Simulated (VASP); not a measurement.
# LiF: single point with PBEsol

LiF:

```xyz
2
Lattice="0.0000 2.0140 2.0140 2.0140 0.0000 2.0140 2.0140 2.0140 0.0000" Properties=species:S:1:pos:R:3 pbc="T T T"
Li    0.0000   -0.0088   -0.0088
F     2.0140    2.0140    2.0140
```

This cell differs from its parent crystal: all Li atoms moved +0.013 Å, as atom 1 towards its neighbour atom 1 (Li) at 2.848 Å.

```yaml
Program: VASP 6.6.1
Task: single point
Functional: PBEsol
Potentials_or_basis: VASP PAW PBE potentials, release 64 (Li_sv, F)
Cutoff: 520 eV
k_mesh: 10 × 10 × 10
Occupations: gaussian, width 0.05 eV
Spin: no spin polarisation
Dipole_correction: no
Further_INCAR_settings: ALGO = Normal; EDIFF = 1e-07; NBANDS = 12
```

```yaml
Largest_force: 0.021 eV/Å
Band_gap_on_the_k_mesh: 8.92 eV, direct
```

Forces in eV/Å, atoms in the order of the input:
```
Li   0.000  0.015  0.015
F    0.000 -0.015 -0.015
```

Levels at points of the mesh, in eV from the valence-band top:
```tsv
k point	band 2	band 3	band 4	band 5	band 6	band 7	band 8	band 9
(0.00, 0.00, 0.00)	-19.86	0.00	0.00	0.00	8.92	23.80	23.81	23.83
(0.50, 0.00, 0.00)	-19.42	-2.56	-0.23	-0.23	10.57	16.56	18.74	18.74
(0.00, 0.50, 0.00)	-19.42	-2.56	-0.23	-0.23	10.57	16.55	18.74	18.75
(0.50, 0.50, 0.00)	-19.15	-3.06	-1.01	-1.01	14.63	16.19	17.33	20.08
(0.00, 0.50, 0.50)	-19.15	-3.06	-1.01	-1.01	14.63	16.19	17.33	20.08
```

It took 26 s on 1 thread of Intel Xeon 6975P-C, with other jobs on the host, peak memory 0.15 GiB.

Caveat: the cell differs from its parent crystal (all Li atoms moved +0.013 Å, as atom 1 towards its neighbour atom 1 (Li) at 2.848 Å); the PAW data sets were made with another functional, which shifts forces and pressure a little. A k mesh can miss the band edges.
